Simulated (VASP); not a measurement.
HgTe:

```xyz
2
Lattice="0.0000 3.2580 3.2580 3.2580 0.0000 3.2580 3.2580 3.2580 0.0000" Properties=species:S:1:pos:R:3 pbc="T T T"
Hg    0.0000    0.0000    0.0000
Te    1.6290    1.6290    1.6290
```

Base run:

| Quantity | Value |
| --- | --- |
| Program | VASP 6.6.1 |
| Functional | HSE06 |
| Potentials or basis | VASP PAW PBE potentials, release 64 (Hg, Te) |
| Cutoff | 520 eV |
| k mesh | 6 × 6 × 6 |
| Occupations | gaussian, width 0.03 eV |
| Spin | no spin polarisation |

Its results: pressure 0.9 GPa.

Task: The run is repeated on the same cell with these changes: functional from HSE06 to PBEsol; further incar settings from ALGO = Normal; EDIFF = 1e-06; NBANDS = 16 to ALGO = Fast; EDIFF = 1e-06; NBANDS = 16. What comes out?

Result: Pressure 0.0 GPa.

Caveats: the PAW data sets were made with another functional, which shifts forces and pressure a little.
